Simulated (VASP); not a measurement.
Runs of VASP 6.6.1 on Na. The structure is that of space group P6/mmm (No. 191), or close to it. The cells are those of the table. 

```csv
task,cell,cutoff (eV),k mesh for the DOS,occupations for the DOS,gap on the mesh (eV),pressure (GPa)
single point,"a = 3.615, b = 3.615, c = 3.398 Å, angles 90.0, 90.0, 120.0°, 1 atom",520,-,-,none,0.0
single point,"a = 3.136, b = 3.136, c = 2.934 Å, angles 90.0, 90.0, 120.0°, 1 atom",520,-,-,none,6.5
relaxation of shape and atoms at fixed volume,"relaxed from a = 3.131, b = 3.131, c = 2.943 Å, angles 90.0, 90.0, 120.0°, 1 atom",600,-,-,none,6.6
relaxation of shape and atoms at fixed volume,"relaxed from a = 2.962, b = 2.962, c = 2.784 Å, angles 90.0, 90.0, 120.0°, 1 atom",600,-,-,none,12.5
relaxation of shape and atoms at fixed volume,"relaxed from a = 3.553, b = 3.553, c = 3.340 Å, angles 90.0, 90.0, 120.0°, 1 atom",600,-,-,none,0.4
single point,"a = 2.774, b = 2.774, c = 2.597 Å, angles 90.0, 90.0, 120.0°, 1 atom",520,-,-,none,(a)
single point,"a = 3.558, b = 3.558, c = 3.332 Å, angles 90.0, 90.0, 120.0°, 1 atom",520,-,-,none,0.4
single point,"a = 3.294, b = 3.294, c = 3.069 Å, angles 90.0, 90.0, 120.0°, 1 atom",520,-,-,none,3.3
relaxation of shape and atoms at fixed volume,"relaxed from a = 3.424, b = 3.424, c = 3.219 Å, angles 90.0, 90.0, 120.0°, 1 atom",600,-,-,none,1.5
single point,"a = 2.968, b = 2.968, c = 2.772 Å, angles 90.0, 90.0, 120.0°, 1 atom",520,-,-,none,12.5
```

Alike in all rows: level PBE; potentials or basis VASP PAW PBE potentials, release 64 (Na_pv); no spin polarisation; k mesh 13 × 13 × 12; smearing fermi-dirac 0.08 eV.

**Question.** Estimate the missing entries.

**Answer.** (a) 24.4.

A gap of «none» marks levels without a gap at the run's occupations.
